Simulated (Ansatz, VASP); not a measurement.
One calculation of Cu, two programs

```
Cu
1.0
     1.92253   -3.25834    0.00000
     1.92253    3.25834    0.00000
     0.00000    0.00000    3.85018
Cu
4
Direct
  0.15250 0.84750 0.07850
  0.65250 0.34750 0.42150
  0.84750 0.15250 0.92150
  0.34750 0.65250 0.57850
```

Alike in both runs: task single point; functional PBE; k mesh 6 × 6 × 6; occupations gaussian, width 0.1 eV; no spin polarisation.

```csv
,VASP,Ansatz
version,VASP 6.6.1,Ansatz 0.2.0
potentials or method,"VASP PAW PBE potentials, release 64 (Cu), cutoff 520 eV","scalar-relativistic, plane waves, PAW"
valence electrons in the cell,44,76
```

```tsv
	VASP	Ansatz	Ansatz less VASP
gap on the k mesh at the Fermi level (eV)	none	none	-
rms of the force components (eV/Å)	0.781	0.788	+0.0073
```

Atom by atom the forces differ by 0.008 eV/Å (rms over components). A gap of «none» marks a metal or a gap that the smearing closes. VASP's potentials hold 44 valence electrons a cell and Ansatz's 76, so a difference there can come from the potentials and not from the codes.
